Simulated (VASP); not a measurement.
# Al3BAs4 (P3m1) in VASP: a series of runs, part 2 of 2

VASP 6.6.1.

**4. Relaxation of cell and atoms, PBE**

INCAR reads:

```
SYSTEM = Al3BAs4
PREC     = Accurate       ! precision mode
ENCUT    = 600            ! plane-wave cutoff, eV
EDIFF    = 1E-7           ! SCF threshold, eV
ISMEAR   = 0              ! smearing method
SIGMA    = 0.1            ! smearing width, eV
LREAL    = .False.        ! projectors in reciprocal space
LASPH    = .True.         ! aspherical terms in the spheres
NELM     = 60             ! most SCF steps
ALGO     = Normal         ! electronic algorithm
ISIF     = 3              ! what is computed and relaxed
LWAVE    = .False.        ! write WAVECAR
LCHARG   = .False.        ! write CHGCAR
GGA      = PE             ! functional
IBRION   = 2              ! ionic algorithm
NSW      = 90             ! ionic steps
EDIFFG   = -0.04          ! ionic threshold
```

KPOINTS reads:

```
regular mesh
0
Gamma
  6 6 2
  0 0 0
```

POSCAR reads:

```
Al3BAs4
1.0
    3.7495469700      0.0000000000      0.0000000000
   -1.8747734900      3.2472029300      0.0000000000
    0.0000000000      0.0000000000     12.3245179400
Al B As
3 1 4
Direct
    0.3333333300      0.6666666700      0.5003415000
    0.6666666700      0.3333333300      0.2503415000
    0.6666666700      0.3333333300      0.7503415000
    0.3333333300      0.6666666700      0.0003415000
    0.3333333300      0.6666666700      0.1876585000
    0.3333333300      0.6666666700      0.6876585000
    0.6666666700      0.3333333300      0.4376585000
    0.6666666700      0.3333333300      0.9376585000
```

Potentials or basis: VASP PAW PBE potentials, release 64 (Al, B, As).

Run with:

```sh
$ cat potpaw_PBE.64/Al/POTCAR potpaw_PBE.64/B/POTCAR potpaw_PBE.64/As/POTCAR > POTCAR
$ mpirun -np 1 vasp_std > vasp.out
```

OUTCAR:

```text
SYSTEM = Al3BAs4
   PREC = Accurate
   ENCUT = 600
   EDIFF = 1E-7
   ISMEAR = 0
   LREAL = .False.
   LASPH = .True.
   NELM = 60
   ISIF = 3
   GGA = PE
   IBRION = 2
   NSW = 90
   EDIFFG = -0.04

 ion  position               nearest neighbor table
   1  0.333  0.667  0.500-   7 2.30   7 2.30   7 2.30   6 2.31
   2  0.667  0.333  0.250-   5 2.30   5 2.30   5 2.30   7 2.31
   3  0.667  0.333  0.750-   6 2.30   6 2.30   6 2.30   8 2.31
   4  0.333  0.667  0.000-   8 2.30   8 2.30   8 2.30   5 2.31
   5  0.333  0.667  0.188-   2 2.30   2 2.30   2 2.30   4 2.31
   6  0.333  0.667  0.688-   3 2.30   3 2.30   3 2.30   1 2.31
   7  0.667  0.333  0.438-   1 2.30   1 2.30   1 2.30   2 2.31
   8  0.667  0.333  0.938-   4 2.30   4 2.30   4 2.30   3 2.31

  LATTYP: Found a hexagonal cell.
 ALAT       =     3.7495469700
 C/A-ratio  =     3.2869352054

  Lattice vectors:

 A1 = (   3.7495469700,   0.0000000000,   0.0000000000)
 A2 = (  -1.8747734900,   3.2472029300,   0.0000000000)
 A3 = (   0.0000000000,   0.0000000000,  12.3245179400)

Analysis of symmetry for initial positions (statically):
=====================================================================
 Subroutine PRICEL returns:
 Original cell was already a primitive cell.

 Routine SETGRP: Setting up the symmetry group for a
 hexagonal supercell.

 Subroutine GETGRP returns: Found  6 space group operations
 (whereof  6 operations were pure point group operations)
 out of a pool of 24 trial point group operations.

The static configuration has the point symmetry C_3v.

[... 281 lines left out ...]
  FREE ENERGIE OF THE ION-ELECTRON SYSTEM (eV)
  ---------------------------------------------------
  free  energy   TOTEN  =       -37.8846620530 eV

  energy  without entropy=      -37.8843202313  energy(sigma->0) =      -37.88449114

 E-fermi :   4.1727     XC(G=0):  -9.0823

 val. band max:        4.0128994677   @ k =   0.0000   0.0000   0.0000
 cond. band min:       4.3091730135   @ k =   0.0000   0.0000   0.0000
 fundamental gap:      0.2962735458
 Fermi energy:         4.1727102795

 k-point     1 :       0.0000    0.0000    0.0000
  band No.  band energies     occupation
      1      -8.4444      2.00000
      2      -7.8370      2.00000
      3      -7.7642      2.00000
      4      -6.8136      2.00000
      5      -2.1806      2.00000
      6      -0.1139      2.00000
[... 325 lines left out ...]
     20       7.4317      0.00000
     21       7.6297      0.00000

[... ionic steps 4 to 9 ...]

--------------------------------------- Ionic step       10  -------------------------------------------

 number of electron      32.0000002 magnetization

------------------------ aborting loop because EDIFF is reached ----------------------------------------
[... 79 lines left out ...]
--------------------------------------- Ionic step       12  -------------------------------------------

 number of electron      32.0000002 magnetization

 Free energy of the ion-electron system (eV)
  ---------------------------------------------------
  ext. energy  EPLUGINS =         0.00000000
  ---------------------------------------------------
  free energy    TOTEN  =       -38.16317263 eV

  energy without entropy =      -38.16167960  energy(sigma->0) =      -38.16242611

 E-fermi :   4.3514     XC(G=0):  -9.1732

 val. band max:        4.2682215102   @ k =   0.0000   0.0000   0.0000
 cond. band min:       4.4004933462   @ k =   0.0000   0.0000   0.0000
 fundamental gap:      0.1322718359
 Fermi energy:         4.3514030415

 k-point     1 :       0.0000    0.0000    0.0000
  band No.  band energies     occupation
      1      -8.5085      2.00000
      2      -7.7865      2.00000
      3      -7.5283      2.00000
      4      -6.7171      2.00000
      5      -2.2544      2.00000
      6      -0.1517      2.00000
[... 360 lines left out ...]
  FREE ENERGIE OF THE ION-ELECTRON SYSTEM (eV)
  ---------------------------------------------------
  free  energy   TOTEN  =       -38.1631726335 eV

  energy  without entropy=      -38.1616795952  energy(sigma->0) =      -38.16242611

 reached required accuracy - stopping structural energy minimisation
```

CONTCAR:

```text
Al3BAs4
   1.00000000000000
     3.8863857330781464   -0.0000000001963394    0.0000000000000000
    -1.9431928718915814    3.3657087752818349   -0.0000000000000000
     0.0000000000000000    0.0000000000000000   12.9659137969459515
  Al              B               As
     3     1     4
Direct
     0.3333333300000021    0.6666666699999979    0.5006502559647049
     0.6666666699999979    0.3333333300000021    0.2396396448503850
     0.6666666699999979    0.3333333300000021    0.7617796927516162
     0.3333333300000021    0.6666666699999979    0.0057010360450568
     0.3333333300000021    0.6666666699999979    0.1684456926494813
     0.3333333300000021    0.6666666699999979    0.6911883672806984
     0.6666666699999979    0.3333333300000021    0.4299083602331418
     0.6666666699999979    0.3333333300000021    0.9546869502248964

  0.00000000E+00  0.00000000E+00  0.00000000E+00
  0.00000000E+00  0.00000000E+00  0.00000000E+00
  0.00000000E+00  0.00000000E+00  0.00000000E+00
  0.00000000E+00  0.00000000E+00  0.00000000E+00
  0.00000000E+00  0.00000000E+00  0.00000000E+00
  0.00000000E+00  0.00000000E+00  0.00000000E+00
  0.00000000E+00  0.00000000E+00  0.00000000E+00
  0.00000000E+00  0.00000000E+00  0.00000000E+00
```

It took 11 min on 1 thread of Intel Xeon Platinum 8375C at 2.90GHz (Ice Lake), shared host; peak memory 0.31 GiB.

What came out:

- Free energy: -38.1632 eV
- Relaxed volume: 21.20 Å³/atom
- Relaxed cell: a = 3.886 Å, b = 3.886 Å, c = 12.966 Å, α = 90.00°, β = 90.00°, γ = 120.00°
- Space group after relaxing (to 0.1 Å): P3m1 (No. 156)
- Energy gained by relaxing: 179.8 meV/atom
- Ionic steps: 12
- Pressure after relaxing: 0.0 GPa
- Largest force after relaxing: 0.015 eV/Å
- Band gap on the k mesh: 0.13 eV

Forces in eV/Å, atoms in the order of the input:
```
Al   0.000  0.000 -0.001
Al   0.000  0.000 -0.005
Al   0.000  0.000  0.009
B    0.000  0.000  0.015
As   0.000  0.000 -0.007
As   0.000  0.000 -0.011
As   0.000  0.000  0.013
As   0.000  0.000 -0.012
```

The path:
| step | energy change (eV) | largest force (eV/Å) | pressure (GPa) | volume (Å³) |
| --- | --- | --- | --- | --- |
| 1 | 0.0000 | 3.0649 | 13.71 | 150.06 |
| 2 | -0.9031 | 0.7073 | -5.75 | 187.68 |
| 3 | -1.1595 | 1.1770 | -1.25 | 173.88 |
| 4 | -1.1595 | 1.2045 | -1.04 | 173.38 |
| 5 | -1.2918 | 0.7149 | -0.51 | 171.55 |
| 6 | -1.3673 | 0.5176 | 0.63 | 168.86 |
| 7 | -1.3682 | 0.4910 | 0.47 | 169.17 |
| 8 | -1.4167 | 0.4550 | -0.10 | 170.15 |
| 9 | -1.4256 | 0.4182 | -0.42 | 170.76 |
| 10 | -1.4367 | 0.1154 | 0.13 | 169.35 |
| 11 | -1.4375 | 0.0970 | 0.01 | 169.64 |
| 12 | -1.4381 | 0.0148 | 0.02 | 169.60 |

Final structure:
```yaml
crystal:
  lattice:
    - [3.88639, 0.00000, 0.00000]
    - [-1.94319, 3.36571, 0.00000]
    - [0.00000, 0.00000, 12.96591]
  atoms:
    - { symbol: Al, position: [0.33333, 0.66667, 0.50065] }
    - { symbol: Al, position: [0.66667, 0.33333, 0.23964] }
    - { symbol: Al, position: [0.66667, 0.33333, 0.76178] }
    - { symbol: B, position: [0.33333, 0.66667, 0.00570] }
    - { symbol: As, position: [0.33333, 0.66667, 0.16845] }
    - { symbol: As, position: [0.33333, 0.66667, 0.69119] }
    - { symbol: As, position: [0.66667, 0.33333, 0.42991] }
    - { symbol: As, position: [0.66667, 0.33333, 0.95469] }
```

Caveat: semilocal functionals underestimate gaps, and a narrow one can read as zero.

**5. Single point, PBE**

This run uses another cell than the first one, of 21.15 Å³/atom.

INCAR reads:

```
SYSTEM = Al3BAs4
PREC     = Accurate       ! precision mode
ENCUT    = 520            ! plane-wave cutoff, eV
EDIFF    = 1E-6           ! SCF threshold, eV
ISMEAR   = 0              ! smearing method
SIGMA    = 0.01           ! smearing width, eV
LREAL    = .FALSE.        ! projectors in reciprocal space
LASPH    = .TRUE.         ! aspherical terms in the spheres
NELM     = 80             ! most SCF steps
ALGO     = Normal         ! electronic algorithm
ISIF     = 2              ! what is computed and relaxed
LWAVE    = .FALSE.        ! write WAVECAR
LCHARG   = .FALSE.        ! write CHGCAR
GGA      = PE             ! functional
NBANDS   = 26             ! bands
```

KPOINTS reads:

```
Automatic mesh
0
G
  12 12 4
  0 0 0
```

POSCAR reads:

```
Al3BAs4
1.0
    3.8818791841      0.0000000000      0.0000000000
   -1.9409395920      3.3618059878      0.0000000000
    0.0000000000      0.0000000000     12.9624859167
Al B As
3 1 4
Direct
    0.3333333333      0.6666666667      0.5006277722
    0.6666666667      0.3333333333      0.2396835627
    0.6666666667      0.3333333333      0.7617321430
    0.3333333333      0.6666666667      0.0059909858
    0.3333333333      0.6666666667      0.1683977661
    0.3333333333      0.6666666667      0.6910256988
    0.6666666667      0.3333333333      0.4299144988
    0.6666666667      0.3333333333      0.9546275727
```

Potentials or basis: VASP PAW PBE potentials, release 64 (Al, B, As).

Run with:

```sh
$ cat potpaw_PBE.64/Al/POTCAR potpaw_PBE.64/B/POTCAR potpaw_PBE.64/As/POTCAR > POTCAR
$ mpirun -np 1 vasp_std > vasp.out
```

OUTCAR:

```text
SYSTEM = Al3BAs4
   PREC = Accurate
   ENCUT = 520
   EDIFF = 1E-6
   ISMEAR = 0
   LREAL = .FALSE.
   LASPH = .TRUE.
   NELM = 80
   ISIF = 2
   GGA = PE

 ion  position               nearest neighbor table
   1  0.333  0.667  0.501-   7 2.42   7 2.42   7 2.42   6 2.47
   2  0.667  0.333  0.240-   5 2.42   5 2.42   5 2.42   7 2.47
   3  0.667  0.333  0.762-   6 2.42   6 2.42   6 2.42   8 2.50
   4  0.333  0.667  0.006-   5 2.11   8 2.34   8 2.34   8 2.34
   5  0.333  0.667  0.168-   4 2.11   2 2.42   2 2.42   2 2.42
   6  0.333  0.667  0.691-   3 2.42   3 2.42   3 2.42   1 2.47
   7  0.667  0.333  0.430-   1 2.42   1 2.42   1 2.42   2 2.47
   8  0.667  0.333  0.955-   4 2.34   4 2.34   4 2.34   3 2.50

  LATTYP: Found a hexagonal cell.
 ALAT       =     3.8818791841
 C/A-ratio  =     3.3392296107

  Lattice vectors:

 A1 = (   3.8818791841,   0.0000000000,   0.0000000000)
 A2 = (  -1.9409395920,   3.3618059878,   0.0000000000)
 A3 = (   0.0000000000,   0.0000000000,  12.9624859167)

Analysis of symmetry for initial positions (statically):
=====================================================================
 Subroutine PRICEL returns:
 Original cell was already a primitive cell.

 Routine SETGRP: Setting up the symmetry group for a
 hexagonal supercell.

 Subroutine GETGRP returns: Found  6 space group operations
 (whereof  6 operations were pure point group operations)
 out of a pool of 24 trial point group operations.

The static configuration has the point symmetry C_3v.

Analysis of symmetry for dynamics (positions and initial velocities):
=====================================================================
 Subroutine PRICEL returns:
 Original cell was already a primitive cell.

 Routine SETGRP: Setting up the symmetry group for a
 hexagonal supercell.

 Subroutine GETGRP returns: Found  6 space group operations
[... 138 lines left out ...]
  Thomas-Fermi vector in A             =   2.067121
   LORBIT       =      0    0 simple, 1 ext, 2 COOP (PROOUT), +10 PAW based schemes
   GGA     = PE    functional components
   LHFCALC =     F    Hartree Fock is set to
   AEXX    =    0.0000 exact exchange contribution
   IVDW    =     0    specifies the selected vdW correction
   LEPSILON=     F    determine dielectric tensor
   LRPA    =     F    only Hartree local field effects (RPA)
 non-spin polarized calculation
 Gauss-broadening in eV      SIGMA  =   0.01
  energy-cutoff  :      520.00
  volume of cell :      169.16
 maximum number of plane-waves:      4581
 NGX is ok and might be reduce to    30
   NGX = 15   NGY = 15   NGZ = 49

 number of electron      31.9999999 magnetization

 Free energy of the ion-electron system (eV)
  ---------------------------------------------------
  ext. energy  EPLUGINS =         0.00000000
  ---------------------------------------------------
  free energy    TOTEN  =       -38.19705684 eV

  energy without entropy =      -38.19705684  energy(sigma->0) =      -38.19705684

 E-fermi :   4.3744     XC(G=0):  -9.1854

 val. band max:        4.2932540355   @ k =   0.0000   0.0000   0.0000
 cond. band min:       4.4401079388   @ k =   0.0000   0.0000   0.0000
 fundamental gap:      0.1468539033
 Fermi energy:         4.3744051815

 k-point     1 :       0.0000    0.0000    0.0000
  band No.  band energies     occupation
      1      -8.5087      2.00000
      2      -7.7822      2.00000
      3      -7.5214      2.00000
      4      -6.7104      2.00000
      5      -2.2534      2.00000
      6      -0.1463      2.00000
[... 685 lines left out ...]
     25       9.1170      0.00000
     26       9.2098      0.00000

 [... further k-points ...]

------------------------ aborting loop because EDIFF is reached ----------------------------------------

  FORCE on cell =-STRESS in cart. coord.  units (eV):
  Direction    XX          YY          ZZ          XY          YZ          ZX
  --------------------------------------------------------------------------------------
  -------------------------------------------------------------------------------------
  Total        0.1991732      0.1991732      0.2277011      0.0000000     -0.0000000      0.0000000
  in kB        1.8864204      1.8864204      2.1566161      0.0000000     -0.0000000      0.0000000
  external PRESSURE =       1.9764856 kB  Pullay stress =       0.0000000 kB

 VOLUME and BASIS-vectors are now :
 -----------------------------------------------------------------------------
  energy-cutoff  :      520.00
  volume of cell :      169.16
      direct lattice vectors                 reciprocal lattice vectors
     3.881879184  0.000000000  0.000000000     0.257607193  0.148729582  0.000000000
    -1.940939592  3.361805988  0.000000000     0.000000000  0.297459164  0.000000000
     0.000000000  0.000000000 12.962485917     0.000000000  0.000000000  0.077145696

 POSITION                                       TOTAL-FORCE (eV/Angst)
 -----------------------------------------------------------------------------------
     -0.00000      2.24120      6.48938         0.000000      0.000000      0.003756
      1.94094      1.12060      3.10689         0.000000     -0.000000      0.004848
      1.94094      1.12060      9.87394        -0.000000      0.000000      0.012072
     -0.00000      2.24120      0.07766        -0.000000      0.000000     -0.027910
     -0.00000      2.24120      2.18285         0.000000      0.000000      0.016959
     -0.00000      2.24120      8.95741         0.000000      0.000000     -0.003294
      1.94094      1.12060      5.57276         0.000000      0.000000     -0.004006
      1.94094      1.12060     12.37435        -0.000000     -0.000000     -0.002425
 -----------------------------------------------------------------------------------
    total drift:                               -0.000000     -0.000000     -0.000777

  FREE ENERGIE OF THE ION-ELECTRON SYSTEM (eV)
  ---------------------------------------------------
  free  energy   TOTEN  =       -38.1970568377 eV

  energy  without entropy=      -38.1970568377  energy(sigma->0) =      -38.19705684
```

OSZICAR:

```text
N       E                     dE             d eps       ncg     rms          rms(c)
DAV:   1     0.974502884043E+02    0.97450E+02   -0.11986E+04  3588   0.101E+03
DAV:   2    -0.303853471915E+02   -0.12784E+03   -0.11939E+03  4698   0.153E+02
DAV:   3    -0.389345485314E+02   -0.85492E+01   -0.84626E+01  4690   0.401E+01
DAV:   4    -0.390612570082E+02   -0.12671E+00   -0.12650E+00  4470   0.558E+00
DAV:   5    -0.390639843442E+02   -0.27273E-02   -0.27262E-02  5214   0.843E-01    0.648E+00
DAV:   6    -0.383316525707E+02    0.73233E+00   -0.96137E-01  4150   0.392E+00    0.371E+00
DAV:   7    -0.381922055020E+02    0.13945E+00   -0.59314E-01  4606   0.313E+00    0.117E+00
DAV:   8    -0.381957953147E+02   -0.35898E-02   -0.55766E-02  4524   0.117E+00    0.417E-01
DAV:   9    -0.381963700756E+02   -0.57476E-03   -0.45159E-03  4140   0.309E-01    0.177E-01
DAV:  10    -0.381967972287E+02   -0.42715E-03   -0.14708E-03  4458   0.164E-01    0.549E-02
DAV:  11    -0.381970138417E+02   -0.21661E-03   -0.22162E-04  4256   0.810E-02    0.207E-02
DAV:  12    -0.381970490373E+02   -0.35196E-04   -0.48230E-05  4106   0.334E-02    0.967E-03
DAV:  13    -0.381970560541E+02   -0.70168E-05   -0.10032E-05  4208   0.154E-02    0.350E-03
DAV:  14    -0.381970568377E+02   -0.78357E-06   -0.14208E-06  3166   0.581E-03
   1 F= -.38197057E+02 E0= -.38197057E+02  d E =-.175046E-23
```

stdout:

```text
POSCAR found type information on POSCAR AlB As
 POSCAR found :  3 types and       8 ions
 scaLAPACK will be used
 LDA part: xc-table for (Slater+PW92), standard interpolation
 POSCAR, INCAR and KPOINTS ok, starting setup
 FFT: planning ... GRIDC
 FFT: planning ... GRID_SOFT
 FFT: planning ... GRID
 WAVECAR not read
 entering main loop
```

Run time: 6.4 min. Hardware: 1 thread of Intel Xeon Platinum 8375C at 2.90GHz (Ice Lake), shared host; peak memory 0.44 GiB.

What came out:

- Free energy: -38.1971 eV
- Pressure: 0.2 GPa
- Largest force: 0.028 eV/Å
- Band gap on the k mesh: 0.15 eV

Forces on the atoms (eV/Å):
```
Al   0.000  0.000  0.004
Al   0.000  0.000  0.005
Al   0.000  0.000  0.012
B    0.000  0.000 -0.028
As   0.000  0.000  0.017
As   0.000  0.000 -0.003
As   0.000  0.000 -0.004
As   0.000  0.000 -0.002
```

Caveat: semilocal functionals underestimate gaps, and a narrow one can read as zero.

**6. Overview**

```csv
task,cell,k mesh,cutoff (eV),smearing,gap on the mesh (eV),pressure (GPa),largest force (eV/Å)
single point,"a = 3.750, b = 3.750, c = 12.325 Å, angles 90.0, 90.0, 120.0°, 8 atoms, atomic positions A",6 × 6 × 2,520,gaussian 0.1 eV,1.16,13.7,3.06
single point,"a = 3.883, b = 3.883, c = 12.940 Å, angles 90.0, 90.0, 120.0°, 8 atoms, atomic positions B",6 × 6 × 2,520,gaussian 0.1 eV,0.14,0.3,0.04
relaxation of cell and atoms,"relaxed from a = 3.750, b = 3.750, c = 12.325 Å, angles 90.0, 90.0, 120.0°, 8 atoms, atomic positions A",6 × 6 × 2,600,gaussian 0.1 eV,0.13,0.0,0.01
single point,"a = 3.882, b = 3.882, c = 12.962 Å, angles 90.0, 90.0, 120.0°, 8 atoms, atomic positions C",12 × 12 × 4,520,gaussian 0.01 eV,0.15,0.2,0.03
```

Alike in all rows: level PBE; potentials or basis VASP PAW PBE potentials, release 64 (Al, B, As); no spin polarisation.

Caveats: semilocal functionals underestimate gaps, and a narrow one can read as zero (at least some runs); the cell stands under pressure (at least some runs); forces of over 1 eV/Å act on the atoms, so gaps and moduli don't describe the material at rest (at least some runs).

Absolute energies hang on the potentials; compare differences alone.
